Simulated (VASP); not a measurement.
# SiC (Imm2) in VASP: further runs, part 2 of 2

VASP 6.6.1.

## 3. Single point, PBEsol

The input, INCAR:

```
  ALGO = Normal
  EDIFF = 1E-7
  ENCUT = 520
  GGA = PS
  ISIF = 2
  ISMEAR = 0
  LASPH = True
  LCHARG = False
  LREAL = False
  LWAVE = False
  NBANDS = 11
  NELM = 80
  PREC = Accurate
  SIGMA = 0.05
```

The input, KPOINTS:

```
k-points
0
Gamma
  10 10 10
```

The input, POSCAR:

```
SiC
1.0
    0.0000000000      2.1420104787      2.1420104787
    2.1420104787      0.0000000000      2.1420104787
    2.1420104787      2.1420104787      0.0000000000
Si C
1 1
Direct
    0.0011779326     -0.0011779326      0.0011779326
    0.7472456717      0.7527543283      0.7472456717
```

Potentials or basis: VASP PAW PBE potentials, release 64 (Si, C).

The run is started by

```sh
$ cat potpaw_PBE.64/Si/POTCAR potpaw_PBE.64/C/POTCAR > POTCAR
$ mpirun -np 1 vasp_std > vasp.out
```

OUTCAR:

```text
EDIFF = 1E-7
   ENCUT = 520
   GGA = PS
   ISIF = 2
   ISMEAR = 0
   LASPH = True
   LREAL = False
   NELM = 80
   PREC = Accurate

 ion  position               nearest neighbor table
   1  0.001  0.999  0.001-   2 1.85   2 1.85   2 1.86   2 1.86
   2  0.747  0.753  0.747-   1 1.85   1 1.85   1 1.86   1 1.86

  LATTYP: Found a face centered cubic cell.
 ALAT       =     4.2840209574

  Lattice vectors:

 A1 = (   0.0000000000,   2.1420104787,   2.1420104787)
 A2 = (   2.1420104787,   0.0000000000,   2.1420104787)
 A3 = (   2.1420104787,   2.1420104787,   0.0000000000)

Analysis of symmetry for initial positions (statically):
=====================================================================
 Subroutine PRICEL returns:
 Original cell was already a primitive cell.

 Routine SETGRP: Setting up the symmetry group for a
 face centered cubic supercell.

 Subroutine GETGRP returns: Found  4 space group operations
 (whereof  4 operations were pure point group operations)
 out of a pool of 48 trial point group operations.

The static configuration has the point symmetry C_2v.

Analysis of symmetry for dynamics (positions and initial velocities):
=====================================================================
 Subroutine PRICEL returns:
 Original cell was already a primitive cell.

 Routine SETGRP: Setting up the symmetry group for a
 face centered cubic supercell.

 Subroutine GETGRP returns: Found  4 space group operations
 (whereof  4 operations were pure point group operations)
 out of a pool of 48 trial point group operations.

The dynamic configuration has the point symmetry C_2v.

 Subroutine INISYM returns: Found  4 space group operations
 (whereof  4 operations are pure point group operations),
 and found     1 'primitive' translations

----------------------------------------------------------------------------------------

                                     Primitive cell

  volume of cell :      19.6560

  direct lattice vectors                    reciprocal lattice vectors
     0.000000000  2.142010479  2.142010479    -0.233425562  0.233425562  0.233425562
     2.142010479  0.000000000  2.142010479     0.233425562 -0.233425562  0.233425562
     2.142010479  2.142010479  0.000000000     0.233425562  0.233425562 -0.233425562

  length of vectors
     3.029260270  3.029260270  3.029260270     0.404304933  0.404304933  0.404304933

  position of ions in fractional coordinates (direct lattice)
     0.001177933  0.998822067  0.001177933
     0.747245672  0.752754328  0.747245672

  ion indices of the primitive-cell ions
   primitive index   ion index
                 1           1
                 2           2

----------------------------------------------------------------------------------------

 KPOINTS: k-points

Automatic generation of k-mesh.
 Grid dimensions read from file:
 generate k-points for:   10   10   10

 Generating k-lattice:

  Cartesian coordinates                     Fractional coordinates (reciprocal lattice)
    -0.023342556  0.023342556  0.023342556     0.100000000  0.000000000  0.000000000
     0.023342556 -0.023342556  0.023342556     0.000000000  0.100000000  0.000000000
     0.023342556  0.023342556 -0.023342556     0.000000000  0.000000000  0.100000000

  Length of vectors
     0.040430493  0.040430493  0.040430493

  Shift w.r.t. Gamma in fractional coordinates (k-lattice)
     0.000000000  0.000000000  0.000000000

 Subroutine IBZKPT returns following result:
 ===========================================

 Found    171 irreducible k-points:

 Following reciprocal coordinates:
            Coordinates               Weight
  0.000000  0.000000  0.000000      1.000000
  0.100000  0.000000  0.000000      4.000000
  0.000000  0.100000  0.000000      4.000000
  0.200000  0.000000  0.000000      4.000000
  0.000000  0.200000  0.000000      4.000000
  0.300000  0.000000  0.000000      4.000000
[... 16 lines left out ...]
  0.000000  0.400000  0.100000      8.000000
  0.100000  0.000000  0.400000      4.000000
 [... further k-points ...]
   k-points           NKPTS =    171   k-points in BZ     NKDIM =    171   number of bands    NBANDS=     11
   number of dos      NEDOS =    301   number of ions     NIONS =      2
   total plane-waves  NPLWV =  13824
   dimension x,y,z NGX =    24 NGY =   24 NGZ =   24
   dimension x,y,z NGXF=    48 NGYF=   48 NGZF=   48
   ions per type =               1   1
   NGX,Y,Z   is equivalent  to a cutoff of  13.17, 13.17, 13.17 a.u.
   NGXF,Y,Z  is equivalent  to a cutoff of  26.34, 26.34, 26.34 a.u.
 SYSTEM =  unknown system
   PREC   = accura    normal or accurate (medium, high low for compatibility)
   ISTART =      0    job   : 0-new  1-cont  2-samecut
   ICHARG =      2    charge: 1-file 2-atom 10-const
   ISPIN  =      1    spin polarized calculation?
   LNONCOLLINEAR =      F non collinear calculations
   LSORBIT =      F    spin-orbit coupling
   LASPH  =      T    aspherical Exc in radial PAW
   ENCUT  =  520.0 eV  38.22 Ry    6.18 a.u.   5.63  5.63  5.63*2*pi/ulx,y,z
   NELM   =     80;   NELMIN=  2; NELMDL= -5     # of ELM steps
   EDIFF  = 0.1E-06   stopping-criterion for ELM
   LREAL  =      F    real-space projection
   EDIFFG = 0.1E-05   stopping-criterion for IOM
   NSW    =      0    number of steps for IOM
   IBRION =     -1    ionic relax: 0-MD 1-quasi-New 2-CG
   NFREE  =      0    steps in history (QN), initial steepest desc. (CG)
   ISIF   =      2    stress and relaxation
   ISYM   =      2    0-nonsym 1-usesym 2-fastsym
   POTIM  = 0.5000    time-step for ionic-motion
   TEBEG  =    0.0;   TEEND  =   0.0 temperature during run
   PSTRESS=    0.0 pullay stress
   NELECT =       8.0000    total number of electrons
   NUPDOWN=      -1.0000    fix difference up-down
   EMIN   =  10.00;   EMAX   =-10.00  energy-range for DOS
   EFERMI =   0.00;   METHOD = LEGACY
   ISMEAR =     0;   SIGMA  =   0.05  broadening in eV -4-tet -1-fermi 0-gaus
   EFERMI_NEDOS =   21; number of points for ismear=-14 and -15
   IALGO  =     38    algorithm
   IMIX   =      4    mixing-type and parameters
     AMIX     =   0.40;   BMIX     =  1.00
     AMIX_MAG =   1.60;   BMIX_MAG =  1.00
  volume/ion in A,a.u.               =       9.83        66.32
  Fermi-wavevector in a.u.,A,eV,Ry     =   1.213221  2.292655 20.026485  1.471905
  Thomas-Fermi vector in A             =   2.348680
   LORBIT       =      0    0 simple, 1 ext, 2 COOP (PROOUT), +10 PAW based schemes
   GGA     = PS    functional components
   LHFCALC =     F    Hartree Fock is set to
   AEXX    =    0.0000 exact exchange contribution
   IVDW    =     0    specifies the selected vdW correction
   LEPSILON=     F    determine dielectric tensor
   LRPA    =     F    only Hartree local field effects (RPA)
 non-spin polarized calculation
 Gauss-broadening in eV      SIGMA  =   0.05
  energy-cutoff  :      520.00
  volume of cell :       19.66
 maximum number of plane-waves:       544
   NGX = 11   NGY = 11   NGZ = 11

 number of electron       7.9999999 magnetization

 Free energy of the ion-electron system (eV)
  ---------------------------------------------------
  ext. energy  EPLUGINS =         0.00000000
  ---------------------------------------------------
  free energy    TOTEN  =       -15.87154185 eV

  energy without entropy =      -15.87154185  energy(sigma->0) =      -15.87154185

 E-fermi :   8.9163     XC(G=0): -11.7275

 val. band max:        8.7232195573   @ k =   0.0000   0.0000   0.0000
 cond. band min:       9.8282689392   @ k =   0.5000   0.5000   0.0000
 fundamental gap:      1.1050493819
 Fermi energy:         8.9162671476

 k-point     1 :       0.0000    0.0000    0.0000
  band No.  band energies     occupation
      1      -7.1907      2.00000
      2       8.5624      2.00000
      3       8.6443      2.00000
      4       8.7232      2.00000
      5      15.4295      0.00000
      6      16.2197      0.00000
      7      16.2490      0.00000
      8      16.2804      0.00000
      9      23.4050      0.00000
     10      23.4053      0.00000
     11      25.7112      0.00000
[... 309 lines left out ...]
 k-point    24 :       0.1000    0.0000    0.4000
  band No.  band energies     occupation
      1      -4.4372      2.00000
      2       1.6600      2.00000
      3       7.1560      2.00000
      4       7.2677      2.00000
      5      14.4639      0.00000
      6      16.1589      0.00000
      7      17.1138      0.00000
      8      19.0283      0.00000
      9      22.3895      0.00000
     10      25.5265      0.00000
     11      25.6261      0.00000

 [... further k-points ...]
[... 5 lines left out ...]
  --------------------------------------------------------------------------------------
  -------------------------------------------------------------------------------------
  Total        1.5714678      1.5630009      1.5714678      0.0000000      0.0000000     -0.1933915
  in kB      128.0917877    127.4016480    128.0917877      0.0000000      0.0000000    -15.7635182
  external PRESSURE =     127.8617411 kB  Pullay stress =       0.0000000 kB

 VOLUME and BASIS-vectors are now :
 -----------------------------------------------------------------------------
  energy-cutoff  :      520.00
  volume of cell :       19.66
      direct lattice vectors                 reciprocal lattice vectors
     0.000000000  2.142010479  2.142010479    -0.233425562  0.233425562  0.233425562
     2.142010479  0.000000000  2.142010479     0.233425562 -0.233425562  0.233425562
     2.142010479  2.142010479  0.000000000     0.233425562  0.233425562 -0.233425562

 POSITION                                       TOTAL-FORCE (eV/Angst)
 -----------------------------------------------------------------------------------
      2.14201      0.00505      2.14201         0.000000     -0.362394      0.000000
      3.21302      3.20122      3.21302         0.000000      0.362394      0.000000
 -----------------------------------------------------------------------------------
    total drift:                               -0.000000      0.000024     -0.000000

  FREE ENERGIE OF THE ION-ELECTRON SYSTEM (eV)
  ---------------------------------------------------
  free  energy   TOTEN  =       -15.8715418536 eV

  energy  without entropy=      -15.8715418536  energy(sigma->0) =      -15.87154185
```

It took 20 s on 1 thread of AMD EPYC 9R45 (Zen 5), shared host; peak memory 0.13 GiB.

What came out:

| Property | Result |
| --- | --- |
| Free energy | -15.8715 eV |
| Pressure | 12.8 GPa |
| Largest force | 0.362 eV/Å |
| Band gap on the k mesh | 1.11 eV, indirect (least direct gap 4.45 eV) |

Forces on the atoms (eV/Å):
```
Si   0.000 -0.362  0.000
C    0.000  0.362  0.000
```

Stress tensor (GPa, compression positive):
```
12.81  0.00 -1.58
 0.00 12.74  0.00
-1.58  0.00 12.81
```

Caveat: the PAW data sets were made with another functional, which shifts forces and pressure a little.

## 4. Single point, PBEsol

The input, INCAR:

```
PREC = Accurate ; ENCUT = 520
EDIFF = 1E-7 ; ISMEAR = 0
SIGMA = 0.05 ; LREAL = False
LASPH = True ; NELM = 100
ALGO = Normal ; ISIF = 2
LWAVE = False ; LCHARG = True
GGA = PS ; LELF = True
LVHAR = True ; NBANDS = 11
```

The input, KPOINTS:

```
Automatic mesh
0
Gamma
  10 10 10
```

The input, POSCAR:

```
SiC
1.0
    0.0000000000      2.1420104787      2.1420104787
    2.1420104787      0.0000000000      2.1420104787
    2.1420104787      2.1420104787      0.0000000000
Si C
1 1
Direct
    0.0023558652     -0.0023558652      0.0023558652
    0.7444913435      0.7555086565      0.7444913435
```

The run is started by

```sh
$ cat potpaw_PBE.64/Si/POTCAR potpaw_PBE.64/C/POTCAR > POTCAR
$ mpirun -np 1 vasp_std > vasp.out
```

It took 21 s on 1 thread of AMD EPYC 9R45 (Zen 5), shared host; peak memory 0.13 GiB.

The run converged. Its results:

```
Free energy            : -15.8624 eV
Pressure               : 12.9 GPa
Largest force          : 0.724 eV/Å
Band gap on the k mesh : 1.03 eV, indirect (least direct gap 4.41 eV)
```

Forces in eV/Å, atoms in the order of the input:
```
Si   0.000 -0.724  0.000
C    0.000  0.724  0.000
```

Stress tensor (GPa, compression positive):
```
13.00  0.00 -3.15
 0.00 12.72  0.00
-3.15  0.00 13.00
```

Levels at points of the mesh, in eV from the valence-band top:
```
           k point  band 2  band 3  band 4  band 5  band 6  band 7
(0.00, 0.00, 0.00)   -0.32   -0.15    0.00    6.62    7.39    7.45
(0.50, 0.00, 0.00)   -9.11   -1.29   -1.09    5.67    7.10    7.35
(0.00, 0.50, 0.00)   -8.98   -1.37   -1.15    5.69    7.04    7.28
(0.50, 0.50, 0.00)   -8.16   -3.46   -3.46    1.03    4.22   14.40
(0.50, 0.00, 0.50)   -8.16   -3.55   -3.38    1.03    4.22   14.38
```

Caveat: the PAW data sets were made with another functional, which shifts forces and pressure a little.

## 5. Single point, PBEsol

The input, INCAR:

```
SYSTEM = SiC
PREC = Accurate
ENCUT = 520
EDIFF = 1E-6
ISMEAR = 0
SIGMA = 0.05
LREAL = .FALSE.
LASPH = .TRUE.
NELM = 80
ALGO = Normal
ISIF = 2
LWAVE = .FALSE.
LCHARG = .FALSE.
GGA = PS
NBANDS = 11
```

The input, KPOINTS:

```
Automatic mesh
0
G
  10 10 10
  0 0 0
```

The input, POSCAR:

```
SiC
1.0
    0.0000000000      2.1420104787      2.1420104787
    2.1420104787      0.0000000000      2.1420104787
    2.1420104787      2.1420104787      0.0000000000
Si C
1 1
Direct
    0.0047117304     -0.0047117304      0.0047117304
    0.7389826870      0.7610173130      0.7389826870
```

The run is started by

```sh
$ cat potpaw_PBE.64/Si/POTCAR potpaw_PBE.64/C/POTCAR > POTCAR
$ mpirun -np 1 vasp_std > vasp.out
```

It took 18 s on 1 thread of AMD EPYC 9R45 (Zen 5), shared host; peak memory 0.13 GiB.

It converged, with:

* Free energy: -15.8259 eV
* Pressure: 13.4 GPa
* Largest force: 1.441 eV/Å
* Band gap on the k mesh: 0.87 eV, indirect (least direct gap 4.33 eV)

Forces on the atoms (eV/Å):
```
Si   0.000 -1.441  0.000
C    0.000  1.441  0.000
```

Stress tensor (GPa, compression positive):
```
13.76  0.00 -6.32
 0.00 12.66  0.00
-6.32  0.00 13.76
```

Levels at points of the mesh, in eV from the valence-band top:
| k point | band 1 | band 2 | band 3 | band 4 | band 5 | band 6 | band 7 | band 8 |
| --- | --- | --- | --- | --- | --- | --- | --- | --- |
| (0.00, 0.00, 0.00) | -16.14 | -0.64 | -0.30 | 0.00 | 6.46 | 7.19 | 7.30 | 7.43 |
| (0.50, 0.00, 0.00) | -12.29 | -9.32 | -1.50 | -1.11 | 5.50 | 6.86 | 7.35 | 9.88 |
| (0.00, 0.50, 0.00) | -12.40 | -9.07 | -1.66 | -1.22 | 5.54 | 6.75 | 7.22 | 9.89 |
| (0.50, 0.50, 0.00) | -10.83 | -8.32 | -3.61 | -3.60 | 0.87 | 4.05 | 14.24 | 14.28 |
| (0.50, 0.00, 0.50) | -10.84 | -8.30 | -3.79 | -3.46 | 0.87 | 4.08 | 14.21 | 14.28 |

Caveat: the PAW data sets were made with another functional, which shifts forces and pressure a little.

## 6. Single point, PBEsol

This run uses another cell than the first one, of 10.08 Å³/atom, 1.026 times its volume.

The input, INCAR:

```
SYSTEM = SiC
  ALGO = Normal
  EDIFF = 1E-7
  ENCUT = 520
  GGA = PS
  ISIF = 2
  ISMEAR = 0
  LASPH = .TRUE.
  LCHARG = .FALSE.
  LREAL = .FALSE.
  LWAVE = .FALSE.
  NBANDS = 11
  NELM = 80
  PREC = Accurate
  SIGMA = 0.05
```

The input, KPOINTS:

```
k-points
0
G
  10 10 10
  0 0 0
```

The input, POSCAR:

```
SiC
1.0
    0.0000000000      2.1603089512      2.1603089512
    2.1603089512      0.0000000000      2.1603089512
    2.1603089512      2.1603089512      0.0000000000
Si C
1 1
Direct
    0.0035337978     -0.0035337978      0.0035337978
    0.7417370152      0.7582629848      0.7417370152
```

Potentials or basis: VASP PAW PBE potentials, release 64 (Si, C).

The run is started by

```sh
$ cat potpaw_PBE.64/Si/POTCAR potpaw_PBE.64/C/POTCAR > POTCAR
$ mpirun -np 1 vasp_std > vasp.out
```

Run time: 21 s. Hardware: 1 thread of AMD EPYC 9R45 (Zen 5), shared host; peak memory 0.13 GiB.

Results (log left out):

```
Free energy            : -15.8782 eV
Pressure               : 6.5 GPa
Largest force          : 1.032 eV/Å
Band gap on the k mesh : 0.97 eV, indirect (least direct gap 4.35 eV)
```

Forces in eV/Å, atoms in the order of the input:
```
Si   0.000 -1.032  0.000
C    0.000  1.032  0.000
```

Stress tensor (GPa, compression positive):
```
 6.71  0.00 -4.06
 0.00  6.16  0.00
-4.06  0.00  6.71
```

Levels at points of the mesh, in eV from the valence-band top:
```
           k point  band 2  band 3  band 4  band 5  band 6  band 7
(0.00, 0.00, 0.00)   -0.48   -0.23    0.00    6.24    7.10    7.19
(0.50, 0.00, 0.00)   -9.08   -1.40   -1.09    5.35    6.87    7.25
(0.00, 0.50, 0.00)   -8.88   -1.51   -1.18    5.38    6.78    7.15
(0.50, 0.50, 0.00)   -8.16   -3.49   -3.48    0.97    4.04   14.02
(0.50, 0.00, 0.50)   -8.14   -3.63   -3.37    0.97    4.06   14.00
```

Caveat: the PAW data sets were made with another functional, which shifts forces and pressure a little.
